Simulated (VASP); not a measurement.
Here is a VASP 6.6.1 calculation.

Contents of POSCAR:

```
C
1.0
    2.4559134450      0.0000000000      0.0000000000
   -1.2279567225      2.1268834329      0.0000000000
    0.0000000000      0.0000000000      7.0106290262
C
4
Direct
    1.0000000000      1.0000000000      0.2500000000
    0.0000000000      0.0000000000      0.7500000000
    0.3333333333      0.6666666667      0.2500000000
    0.6666666667      0.3333333333      0.7500000000
```

INCAR.step1

```
ALGO = Normal
EDIFF = 1E-4
ENCUT = 520
GGA = PE
ISMEAR = 1
LASPH = True
LCHARG = False
LREAL = False
LWAVE = True
NBANDS = 16
NELM = 100
PREC = Accurate
SIGMA = 0.2
```

Contents of INCAR.step2:

```
ALGO = Normal
EDIFF = 1E-6
ENCUT = 520
ISIF = 2
ISMEAR = 1
ISTART = 1
LASPH = True
LCHARG = True
LELF = True
LMIXTAU = True
LREAL = False
LVHAR = True
LWAVE = False
METAGGA = R2SCAN
NBANDS = 16
NELM = 100
PREC = Accurate
SIGMA = 0.2
```

The input KPOINTS:

```
k-points
0
Gamma
  15 15 5
```

Potentials or basis: VASP PAW PBE potentials, release 64 (C).

The run is started by

```bash
$ cat potpaw_PBE.64/C/POTCAR > POTCAR
$ cp INCAR.step1 INCAR
$ mpirun -np 1 vasp_std > vasp.out
$ cp INCAR.step2 INCAR
$ mpirun -np 1 vasp_std > vasp.out
```

Task: Predict the band gap on the k mesh.

Result: Zero (bands 8 and 9 overlap by 0.02 eV).

Task: What does it give for the pressure?

Result: 0.7 GPa.

Stress tensor (GPa, compression positive):
```
 1.01  0.00  0.00
 0.00  1.01  0.00
 0.00  0.00 -0.01
```

Caveat: the PAW data sets were made with another functional, which shifts forces and pressure a little.
